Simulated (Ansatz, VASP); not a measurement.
# Two plane-wave programs on Al4BSbP2

```
Al B Sb P
1.0
    -2.65677    2.65677    5.91228
     2.65677   -2.65677    5.91228
     2.65677    2.65677   -5.91228
Al B Sb P
4 1 1 2
Direct
  0.16786 0.16786 0.59561
  0.83214 0.42775 0.00000
  0.57225 0.57225 0.40439
  0.42775 0.83214 0.00000
  0.50000 0.50000 0.00000
  0.00000 0.00000 0.00000
  0.75000 0.25000 0.50000
  0.25000 0.75000 0.50000
```

Change from the starting cell: species swapped into the Mn2InAgTe4 type (I-42m, No. 121).

Alike in both runs: functional PBE; k mesh 8 × 8 × 8; occupations gaussian, width 0.1 eV; no spin polarisation.

Ansatz relaxed the structure, and its values are those at the end. VASP's run is a single point on that final structure, the one shown.

|  | VASP | Ansatz |
| --- | --- | --- |
| version | VASP 6.6.1 | Ansatz 0.2.0 |
| potentials or method | VASP PAW PBE potentials, release 64 (Al, B, Sb, P), cutoff 520 eV | scalar-relativistic, plane waves, PAW |
| valence electrons in the cell | 30 | 40 |

Ansatz gave:

```
gap on the k mesh at the Fermi level (eV) : none
pressure (GPa)                            : 0.0
rms of the force components (eV/Å)        : 0.001
```

Task: Estimate VASP's values.

Result: gap on the k mesh at the Fermi level (eV): none; pressure (GPa): 0.0; rms of the force components (eV/Å): 0.009.

A gap of «none» marks a metal or a gap that the smearing closes. VASP's potentials hold 30 valence electrons a cell and Ansatz's 40, so a difference there can come from the potentials and not from the codes.

Neither program's run includes spin-orbit coupling.
